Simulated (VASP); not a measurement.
# Sb (R-3m) in VASP: notebook

Runs on Sb. Level: PBE. Tasks: single point.

Program: VASP 6.6.1. These are calculated values, not measurements. Logs are shortened: lines on timing, memory, paths and dates and some standing lists are left out, and cuts for length are marked.

## (1) The cell of the first run

The structure is trigonal, space group R-3m (No. 166). Conventional cell: a = 4.308 Å, b = 4.308 Å, c = 11.274 Å, α = 90.00°, β = 90.00°, γ = 120.00°. Sb (site symmetry 3m) has 6 Sb at 2.91 to 3.35 Å within 3.8 Å.

## (2) Single point, PBE

Contents of INCAR:

```
  PREC = Accurate
  ENCUT = 520
  EDIFF = 1E-7
  ISMEAR = 0
  SIGMA = 0.028999999999999998
  LREAL = False
  LASPH = True
  NELM = 60
  ALGO = Normal
  ISIF = 2
  LWAVE = False
  LCHARG = False
  GGA = PE
  NBANDS = 12
```

Contents of KPOINTS:

```
regular mesh
0
Gamma
  8 8 8
```

Contents of POSCAR:

```
Sb
1.0
    2.1542000000      1.2437279499      3.7580000000
   -2.1542000000      1.2437279499      3.7580000000
    0.0000000000     -2.4874558998      3.7580000000
Sb
2
Direct
    0.7665100000      0.7665100000      0.7665100000
    0.2334900000      0.2334900000      0.2334900000
```

Potentials or basis: VASP PAW PBE potentials, release 64 (Sb).

Command:

```console
$ cat potpaw_PBE.64/Sb/POTCAR > POTCAR
$ mpirun -np 1 vasp_std > vasp.out
```

OUTCAR:

```text
PREC = Accurate
   ENCUT = 520
   EDIFF = 1E-7
   ISMEAR = 0
   LREAL = False
   LASPH = True
   NELM = 60
   ISIF = 2
   GGA = PE

 ion  position               nearest neighbor table
   1  0.767  0.767  0.767-   2 2.91   2 2.91   2 2.91   2 3.35   2 3.35   2 3.35
   2  0.233  0.233  0.233-   1 2.91   1 2.91   1 2.91   1 3.35   1 3.35   1 3.35

  LATTYP: Found a trigonal (rhomboedric) cell.
 ALAT       =     4.5066618304
 COS(alpha) =     0.5430253624

  Lattice vectors:

 A1 = (   2.1542000000,   1.2437279499,   3.7580000000)
 A2 = (  -2.1542000000,   1.2437279499,   3.7580000000)
 A3 = (   0.0000000000,  -2.4874558998,   3.7580000000)

Analysis of symmetry for initial positions (statically):
=====================================================================
 Subroutine PRICEL returns:
 Original cell was already a primitive cell.

 Routine SETGRP: Setting up the symmetry group for a
 trigonal (rhombohedral) supercell.

 Subroutine GETGRP returns: Found 12 space group operations
 (whereof 12 operations were pure point group operations)
 out of a pool of 12 trial point group operations.

The static configuration has the point symmetry D_3d.

Analysis of symmetry for dynamics (positions and initial velocities):
=====================================================================
 Subroutine PRICEL returns:
 Original cell was already a primitive cell.

 Routine SETGRP: Setting up the symmetry group for a
 trigonal (rhombohedral) supercell.

 Subroutine GETGRP returns: Found 12 space group operations
 (whereof 12 operations were pure point group operations)
 out of a pool of 12 trial point group operations.

The dynamic configuration has the point symmetry D_3d.

 Subroutine INISYM returns: Found 12 space group operations
 (whereof 12 operations are pure point group operations),
 and found     1 'primitive' translations

----------------------------------------------------------------------------------------

                                     Primitive cell

  volume of cell :      60.4115

  direct lattice vectors                    reciprocal lattice vectors
     2.154200000  1.243727950  3.758000000     0.232104726  0.134005726  0.088699663
    -2.154200000  1.243727950  3.758000000    -0.232104726  0.134005726  0.088699663
     0.000000000 -2.487455900  3.758000000     0.000000000 -0.268011452  0.088699663

  length of vectors
     4.506661830  4.506661830  4.506661830     0.282307932  0.282307932  0.282307932

  position of ions in fractional coordinates (direct lattice)
     0.766510000  0.766510000  0.766510000
     0.233490000  0.233490000  0.233490000

  ion indices of the primitive-cell ions
   primitive index   ion index
                 1           1
                 2           2

----------------------------------------------------------------------------------------

 KPOINTS: regular mesh

Automatic generation of k-mesh.
 Grid dimensions read from file:
 generate k-points for:    8    8    8

 Generating k-lattice:

  Cartesian coordinates                     Fractional coordinates (reciprocal lattice)
     0.029013091  0.016750716  0.011087458     0.125000000  0.000000000  0.000000000
    -0.029013091  0.016750716  0.011087458     0.000000000  0.125000000  0.000000000
     0.000000000 -0.033501431  0.011087458     0.000000000  0.000000000  0.125000000

  Length of vectors
     0.035288491  0.035288491  0.035288491

  Shift w.r.t. Gamma in fractional coordinates (k-lattice)
     0.000000000  0.000000000  0.000000000

 Subroutine IBZKPT returns following result:
 ===========================================

 Found     65 irreducible k-points:

 Following reciprocal coordinates:
            Coordinates               Weight
  0.000000  0.000000  0.000000      1.000000
  0.125000 -0.000000  0.000000      6.000000
  0.250000 -0.000000  0.000000      6.000000
  0.375000 -0.000000 -0.000000      6.000000
  0.500000 -0.000000  0.000000      3.000000
  0.125000  0.125000  0.000000      6.000000
[... 16 lines left out ...]
  0.250000  0.125000  0.125000      6.000000
  0.375000  0.125000  0.125000      6.000000
 [... further k-points ...]
   k-points           NKPTS =     65   k-points in BZ     NKDIM =     65   number of bands    NBANDS=     12
   number of dos      NEDOS =    301   number of ions     NIONS =      2
   total plane-waves  NPLWV =  46656
   dimension x,y,z NGX =    36 NGY =   36 NGZ =   36
   dimension x,y,z NGXF=    72 NGYF=   72 NGZF=   72
   ions per type =               2
   NGX,Y,Z   is equivalent  to a cutoff of  13.28, 13.28, 13.28 a.u.
   NGXF,Y,Z  is equivalent  to a cutoff of  26.56, 26.56, 26.56 a.u.
 SYSTEM =  unknown system
   PREC   = accura    normal or accurate (medium, high low for compatibility)
   ISTART =      0    job   : 0-new  1-cont  2-samecut
   ICHARG =      2    charge: 1-file 2-atom 10-const
   ISPIN  =      1    spin polarized calculation?
   LNONCOLLINEAR =      F non collinear calculations
   LSORBIT =      F    spin-orbit coupling
   LASPH  =      T    aspherical Exc in radial PAW
   ENCUT  =  520.0 eV  38.22 Ry    6.18 a.u.   8.38  8.38  8.38*2*pi/ulx,y,z
   NELM   =     60;   NELMIN=  2; NELMDL= -5     # of ELM steps
   EDIFF  = 0.1E-06   stopping-criterion for ELM
   LREAL  =      F    real-space projection
   EDIFFG = 0.1E-05   stopping-criterion for IOM
   NSW    =      0    number of steps for IOM
   IBRION =     -1    ionic relax: 0-MD 1-quasi-New 2-CG
   NFREE  =      0    steps in history (QN), initial steepest desc. (CG)
   ISIF   =      2    stress and relaxation
   ISYM   =      2    0-nonsym 1-usesym 2-fastsym
   POTIM  = 0.5000    time-step for ionic-motion
   TEBEG  =    0.0;   TEEND  =   0.0 temperature during run
   PSTRESS=    0.0 pullay stress
   NELECT =      10.0000    total number of electrons
   NUPDOWN=      -1.0000    fix difference up-down
   EMIN   =  10.00;   EMAX   =-10.00  energy-range for DOS
   EFERMI =   0.00;   METHOD = LEGACY
   ISMEAR =     0;   SIGMA  =   0.03  broadening in eV -4-tet -1-fermi 0-gaus
   EFERMI_NEDOS =   21; number of points for ismear=-14 and -15
   IALGO  =     38    algorithm
   IMIX   =      4    mixing-type and parameters
     AMIX     =   0.40;   BMIX     =  1.00
     AMIX_MAG =   1.60;   BMIX_MAG =  1.00
  volume/ion in A,a.u.               =      30.21       203.84
  Fermi-wavevector in a.u.,A,eV,Ry     =   0.898880  1.698637 10.993305  0.807985
  Thomas-Fermi vector in A             =   2.021644
   LORBIT       =      0    0 simple, 1 ext, 2 COOP (PROOUT), +10 PAW based schemes
   GGA     = PE    functional components
   LHFCALC =     F    Hartree Fock is set to
   AEXX    =    0.0000 exact exchange contribution
   IVDW    =     0    specifies the selected vdW correction
   LEPSILON=     F    determine dielectric tensor
   LRPA    =     F    only Hartree local field effects (RPA)
 non-spin polarized calculation
 Gauss-broadening in eV      SIGMA  =   0.03
  energy-cutoff  :      520.00
  volume of cell :       60.41
 maximum number of plane-waves:      1638
 NGX is ok and might be reduce to    36
   NGX = 17   NGY = 17   NGZ = 17

 number of electron      10.0000000 magnetization

 Free energy of the ion-electron system (eV)
  ---------------------------------------------------
  ext. energy  EPLUGINS =         0.00000000
  ---------------------------------------------------
  free energy    TOTEN  =        -8.25628868 eV

  energy without entropy =       -8.25605401  energy(sigma->0) =       -8.25617135

 E-fermi :   7.3797     XC(G=0):  -9.5308

 val. band max:        7.3785163582   @ k =   0.3750   0.1250   0.1250
 cond. band min:       7.4201888658   @ k =   0.5000   0.5000   0.5000
 fundamental gap:      0.0416725076
 Fermi energy:         7.3797260024

 k-point     1 :       0.0000    0.0000    0.0000
  band No.  band energies     occupation
      1      -5.4388      2.00000
      2       2.4906      2.00000
      3       5.2199      2.00000
      4       5.4839      2.00000
      5       5.4839      2.00000
      6       9.3484      0.00000
      7       9.9804      0.00000
      8       9.9804      0.00000
      9      12.3691      0.00000
     10      12.3691      0.00000
     11      12.5295      0.00000
     12      13.8745      0.00000

 k-point     2 :       0.1250   -0.0000    0.0000
  band No.  band energies     occupation
      1      -5.2663      2.00000
      2       1.7591      2.00000
      3       5.2595      2.00000
      4       5.4429      2.00000
      5       5.7599      2.00000
      6       9.2440      0.00000
      7       9.5455      0.00000
      8       9.5844      0.00000
      9      11.8397      0.00000
     10      12.2839      0.00000
     11      12.4591      0.00000
     12      14.9618      0.00000

 k-point     3 :       0.2500   -0.0000    0.0000
  band No.  band energies     occupation
      1      -4.7540      2.00000
      2       0.2941      2.00000
      3       5.2779      2.00000
      4       5.3707      2.00000
      5       6.2098      2.00000
      6       8.5409      0.00000
      7       8.6642      0.00000
      8       8.7501      0.00000
      9      12.1977      0.00000
     10      12.7838      0.00000
     11      13.2938      0.00000
     12      17.0531      0.00000

 k-point     4 :       0.3750   -0.0000   -0.0000
  band No.  band energies     occupation
      1      -3.9256      2.00000
      2      -1.2470      2.00000
      3       5.3373      2.00000
      4       5.3763      2.00000
      5       6.5845      2.00000
      6       7.7033      0.00000
      7       7.8245      0.00000
      8       8.0557      0.00000
      9      13.3984      0.00000
     10      14.2940      0.00000
     11      14.7745      0.00000
     12      17.2610      0.00000

 k-point     5 :       0.5000   -0.0000    0.0000
  band No.  band energies     occupation
      1      -3.0808      2.00000
      2      -2.3476      2.00000
      3       5.3365      2.00000
      4       5.4590      2.00000
      5       7.0012      2.00000
      6       7.0778      2.00000
      7       7.4793      0.00000
      8       7.7911      0.00000
      9      14.8533      0.00000
     10      15.4863      0.00000
     11      16.3388      0.00000
     12      16.3870      0.00000
[... 228 lines left out ...]
      1      -3.0760      2.00000
      2      -0.7183      2.00000
      3       1.8535      2.00000
      4       3.5315      2.00000
      5       3.6207      2.00000
      6       8.8085      0.00000
      7      12.2286      0.00000
      8      12.8089      0.00000
      9      14.2282      0.00000
     10      15.9751      0.00000
     11      17.3151      0.00000
     12      17.7579      0.00000

 k-point    22 :       0.1250    0.1250    0.1250
  band No.  band energies     occupation
      1      -5.2979      2.00000
      2       1.6842      2.00000
      3       5.5174      2.00000
      4       5.5174      2.00000
      5       5.7673      2.00000
      6       9.2572      0.00000
      7       9.5033      0.00000
      8       9.5033      0.00000
      9      12.1469      0.00000
     10      12.5650      0.00000
     11      12.5650      0.00000
     12      14.6778      0.00000

 k-point    23 :       0.2500    0.1250    0.1250
  band No.  band energies     occupation
      1      -5.0348      2.00000
      2       0.9447      2.00000
      3       4.5061      2.00000
      4       5.8263      2.00000
      5       6.7335      2.00000
      6       8.4458      0.00000
      7       8.5073      0.00000
      8      10.2484      0.00000
      9      12.0464      0.00000
     10      12.5180      0.00000
     11      13.3366      0.00000
     12      14.7294      0.00000

 k-point    24 :       0.3750    0.1250    0.1250
  band No.  band energies     occupation
      1      -4.4405      2.00000
      2      -0.2523      2.00000
      3       3.9129      2.00000
      4       5.7469      2.00000
      5       7.3785      1.04704
      6       7.4743      0.00000
      7       7.9574      0.00000
      8      10.3281      0.00000
      9      12.2794      0.00000
     10      13.2346      0.00000
     11      14.4676      0.00000
     12      16.2171      0.00000

 [... further k-points ...]
[... 5 lines left out ...]
  --------------------------------------------------------------------------------------
  -------------------------------------------------------------------------------------
  Total        1.1392402      1.1392402      0.8593858     -0.0000000      0.0000000      0.0000000
  in kB       30.2138760     30.2138760     22.7918373     -0.0000000      0.0000000      0.0000000
  external PRESSURE =      27.7398631 kB  Pullay stress =       0.0000000 kB

 VOLUME and BASIS-vectors are now :
 -----------------------------------------------------------------------------
  energy-cutoff  :      520.00
  volume of cell :       60.41
      direct lattice vectors                 reciprocal lattice vectors
     2.154200000  1.243727950  3.758000000     0.232104726  0.134005726  0.088699663
    -2.154200000  1.243727950  3.758000000    -0.232104726  0.134005726  0.088699663
     0.000000000 -2.487455900  3.758000000     0.000000000 -0.268011452  0.088699663

 POSITION                                       TOTAL-FORCE (eV/Angst)
 -----------------------------------------------------------------------------------
      0.00000      0.00000      8.64163         0.000000     -0.000000     -0.185357
      0.00000      0.00000      2.63237         0.000000      0.000000      0.185357
 -----------------------------------------------------------------------------------
    total drift:                                0.000000     -0.000000     -0.000000

  FREE ENERGIE OF THE ION-ELECTRON SYSTEM (eV)
  ---------------------------------------------------
  free  energy   TOTEN  =        -8.2562886848 eV

  energy  without entropy=       -8.2560540144  energy(sigma->0) =       -8.25617135
```

It took 49 s on 1 thread of AMD EPYC 7R13 (Zen 3), shared host; peak memory 0.18 GiB.

Results:

```
Free energy            : -8.2563 eV
Pressure               : 2.8 GPa
Largest force          : 0.185 eV/Å
Band gap on the k mesh : zero (band 5 reaches 7.38 eV, above the bottom of band 6 at 7.08 eV)
```

Forces on the atoms (eV/Å):
```
Sb   0.000  0.000 -0.185
Sb   0.000  0.000  0.185
```

Caveat: spin-orbit coupling is left out, which moves the levels of the heavy elements.

## (3) Single point, PBE

Contents of INCAR:

```
SYSTEM = Sb
PREC     = Accurate       ! precision mode
ENCUT    = 520            ! plane-wave cutoff, eV
EDIFF    = 1E-6           ! SCF threshold, eV
ISMEAR   = -1             ! smearing method
SIGMA    = 0.03           ! smearing width, eV
LREAL    = .FALSE.        ! projectors in reciprocal space
LASPH    = .TRUE.         ! aspherical terms in the spheres
NELM     = 100            ! most SCF steps
ALGO     = Normal         ! electronic algorithm
ISIF     = 2              ! what is computed and relaxed
LWAVE    = .FALSE.        ! write WAVECAR
LCHARG   = .FALSE.        ! write CHGCAR
GGA      = PE             ! functional
NBANDS   = 12             ! bands
```

Contents of KPOINTS:

```
Automatic mesh
0
G
  3 3 3
  0 0 0
```

POSCAR is that of step 2.

Potentials or basis: VASP PAW PBE potentials, release 64 (Sb).

Command:

```console
$ cat potpaw_PBE.64/Sb/POTCAR > POTCAR
$ mpirun -np 1 vasp_std > vasp.out
```

Wall time 11 s (1 thread of Intel Xeon 8259CL, shared host); peak memory 0.19 GiB.

It converged, with:

```yaml
Free_energy: -8.3599 eV
Pressure: 3.5 GPa
Largest_force: 0.089 eV/Å
Band_gap_on_the_k_mesh: 1.29 eV, indirect (least direct gap 1.32 eV)
```

Forces on the atoms (eV/Å):
```
Sb   0.000  0.000  0.089
Sb   0.000  0.000 -0.089
```

Stress tensor (GPa, compression positive):
```
4.28 0.00 0.00
0.00 4.28 0.00
0.00 0.00 2.07
```

Levels at points of the mesh, in eV from the valence-band top:
```
           k point  band 2  band 3  band 4  band 5  band 6  band 7  band 8  band 9
(0.00, 0.00, 0.00)   -4.21   -1.49   -1.19   -1.19    2.71    3.30    3.30    5.66
```

Caveat: the k points lie up to 0.59 Å⁻¹ apart; spin-orbit coupling is left out, which moves the levels of the heavy elements.

## (4) Single point, PBE

Contents of INCAR:

```
SYSTEM = Sb
  PREC = Accurate
  ENCUT = 520
  EDIFF = 1E-7
  ISMEAR = -1
  SIGMA = 0.02
  LREAL = .FALSE.
  LASPH = .TRUE.
  NELM = 80
  ALGO = Normal
  ISIF = 2
  LWAVE = .FALSE.
  LCHARG = .FALSE.
  GGA = PE
  NBANDS = 12
```

Contents of KPOINTS:

```
Automatic mesh
0
G
  5 5 5
  0 0 0
```

POSCAR is that of step 3.

Potentials or basis: VASP PAW PBE potentials, release 64 (Sb).

Command:

```console
$ cat potpaw_PBE.64/Sb/POTCAR > POTCAR
$ mpirun -np 1 vasp_std > vasp.out
```

OUTCAR:

```text
SYSTEM = Sb
   PREC = Accurate
   ENCUT = 520
   EDIFF = 1E-7
   ISMEAR = -1
   LREAL = .FALSE.
   LASPH = .TRUE.
   NELM = 80
   ISIF = 2
   GGA = PE

 ion  position               nearest neighbor table
   1  0.767  0.767  0.767-   2 2.91   2 2.91   2 2.91   2 3.35   2 3.35   2 3.35
   2  0.233  0.233  0.233-   1 2.91   1 2.91   1 2.91   1 3.35   1 3.35   1 3.35

  LATTYP: Found a trigonal (rhomboedric) cell.
 ALAT       =     4.5066618304
 COS(alpha) =     0.5430253624

[... 465 lines left out ...]

------------------------ aborting loop because EDIFF is reached ----------------------------------------

  FORCE on cell =-STRESS in cart. coord.  units (eV):
  Direction    XX          YY          ZZ          XY          YZ          ZX
  --------------------------------------------------------------------------------------
  -------------------------------------------------------------------------------------
  Total        1.1597409      1.1597409      0.7168511      0.0000000      0.0000000      0.0000000
  in kB       30.7575762     30.7575762     19.0116630      0.0000000      0.0000000      0.0000000
  external PRESSURE =      26.8422718 kB  Pullay stress =       0.0000000 kB

 VOLUME and BASIS-vectors are now :
 -----------------------------------------------------------------------------
  energy-cutoff  :      520.00
  volume of cell :       60.41
      direct lattice vectors                 reciprocal lattice vectors
     2.154200000  1.243727950  3.758000000     0.232104726  0.134005726  0.088699663
    -2.154200000  1.243727950  3.758000000    -0.232104726  0.134005726  0.088699663
     0.000000000 -2.487455900  3.758000000     0.000000000 -0.268011452  0.088699663

 POSITION                                       TOTAL-FORCE (eV/Angst)
 -----------------------------------------------------------------------------------
      0.00000      0.00000      8.64163         0.000000      0.000000     -0.074610
      0.00000      0.00000      2.63237         0.000000     -0.000000      0.074610
 -----------------------------------------------------------------------------------
    total drift:                                0.000000     -0.000000     -0.000000

  FREE ENERGIE OF THE ION-ELECTRON SYSTEM (eV)
  ---------------------------------------------------
  free  energy   TOTEN  =        -8.2916809600 eV

  energy  without entropy=       -8.2916776904  energy(sigma->0) =       -8.29167933
```

Run time: 39 s. Hardware: 1 thread of AMD EPYC 7R13, shared host; peak memory 0.17 GiB.

Results:

```
Free energy            : -8.2917 eV
Pressure               : 2.7 GPa
Largest force          : 0.075 eV/Å
Band gap on the k mesh : 0.38 eV, indirect (least direct gap 0.72 eV)
```

Forces on the atoms (eV/Å):
```
Sb   0.000  0.000 -0.075
Sb   0.000  0.000  0.075
```

Caveat: spin-orbit coupling is left out, which moves the levels of the heavy elements. A k mesh can miss the band edges.

## (5) The runs side by side

```tsv
k mesh	smearing	gap on the mesh (eV)	pressure (GPa)	largest force (eV/Å)
8 × 8 × 8	gaussian 0.029 eV	none	2.8	0.19
3 × 3 × 3	fermi-dirac 0.03 eV	1.29	3.5	0.09
5 × 5 × 5	fermi-dirac 0.02 eV	0.38	2.7	0.07
```

Alike in all rows: task single point; level PBE; potentials or basis VASP PAW PBE potentials, release 64 (Sb); no spin polarisation; cell as given; cutoff (eV) 520.

Caveats: some runs use coarse meshes; spin-orbit coupling is left out, which moves the levels of the heavy elements.

Total energies depend on the potentials used, so only differences within one code and one set of settings carry meaning.
